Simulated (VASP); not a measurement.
Runs of VASP 6.6.1 on W. The structure is that of space group Im-3m (No. 229), or close to it. The cells are those of the table. 

```csv
cell,gap on the mesh (eV),pressure (GPa)
"a = 2.688 Å, angles 109.5°, 1 atom",none,(a)
"a = 2.365 Å, angles 109.5°, 1 atom",none,357.8
"a = 2.459 Å, angles 109.5°, 1 atom",none,208.6
"a = 2.630 Å, angles 109.5°, 1 atom",none,55.0
"a = 2.547 Å, angles 109.5°, 1 atom",none,(b)
```

Alike in all rows: task single point; level r2SCAN; potentials or basis VASP PAW PBE potentials, release 64 (W_sv); no spin polarisation; k mesh 19 × 19 × 19; cutoff (eV) 550; smearing fermi-dirac 0.08 eV.

Task: Estimate the missing entries.

Result: (a) 23.9; (b) 115.3.

Caveats: the PAW data sets were made with another functional, which shifts forces and pressure a little; spin-orbit coupling is left out, which moves the levels of the heavy elements.

A k mesh can miss the band edges, and the runs leave out spin-orbit coupling on W.

A gap of «none» marks levels without a gap at the run's occupations.
